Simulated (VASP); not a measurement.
Wanted: the native input for a VASP 6.6.1 run.

| Item | Value |
| --- | --- |
| Task | single point |
| Functional | PBE |
| Potentials or basis | VASP PAW PBE potentials, release 64 (Zr_sv, Hf_pv, S) |
| Cutoff | 520 eV |
| k mesh | 3 × 3 × 3 |
| Occupations | gaussian, width 0.1 eV |
| Spin | no spin polarisation |
| Dipole correction | no |
| Further INCAR settings | ALGO = Normal; EDIFF = 1e-07; NBANDS = 45 |

The structure of HfZr2S6 lies in POSCAR:

```
HfZr2S6
1.0
    3.1005330400      1.7900935900      5.8591019500
   -3.1005330400      1.7900935900      5.8591019500
    0.0000000000     -3.5801871700      5.8591019500
Zr Hf S
2 1 6
Direct
    0.8333333300      0.8333333300      0.8333333300
    0.1666666700      0.1666666700      0.1666666700
    0.5000000000      0.5000000000      0.5000000000
    0.2459699900      0.5793033200      0.9126366600
    0.9126366600      0.2459699900      0.5793033200
    0.5793033200      0.9126366600      0.2459699900
    0.4206966800      0.0873633400      0.7540300100
    0.0873633400      0.7540300100      0.4206966800
    0.7540300100      0.4206966800      0.0873633400
```

The input as run:

INCAR

```
SYSTEM = HfZr2S6
ALGO = Normal
EDIFF = 1E-7
ENCUT = 520
GGA = PE
ISIF = 2
ISMEAR = 0
LASPH = .True.
LCHARG = .True.
LELF = .True.
LREAL = .False.
LVHAR = .True.
LWAVE = .False.
NBANDS = 45
NELM = 80
PREC = Accurate
SIGMA = 0.1
```

KPOINTS

```
k-points
0
Gamma
  3 3 3
  0 0 0
```

Potentials or basis: VASP PAW PBE potentials, release 64 (Zr_sv, Hf_pv, S).

The run is started by

```sh
$ cat potpaw_PBE.64/Zr_sv/POTCAR potpaw_PBE.64/Hf_pv/POTCAR potpaw_PBE.64/S/POTCAR > POTCAR
$ mpirun -np 1 vasp_std > vasp.out
```

Results of the run:

```yaml
Pressure: 9.5 GPa
Largest_force: 1.159 eV/Å
Band_gap_on_the_k_mesh: 1.24 eV, indirect (least direct gap 1.57 eV)
```

Caveat: spin-orbit coupling is left out, which moves the levels of the heavy elements; forces of over 1 eV/Å act on the atoms, so gaps and moduli don't describe the material at rest.

Wall time 95 s on 1 thread of Intel(R) Xeon(R) 6975P-C (Granite Rapids), on a shared host, peak memory 0.39 GiB.
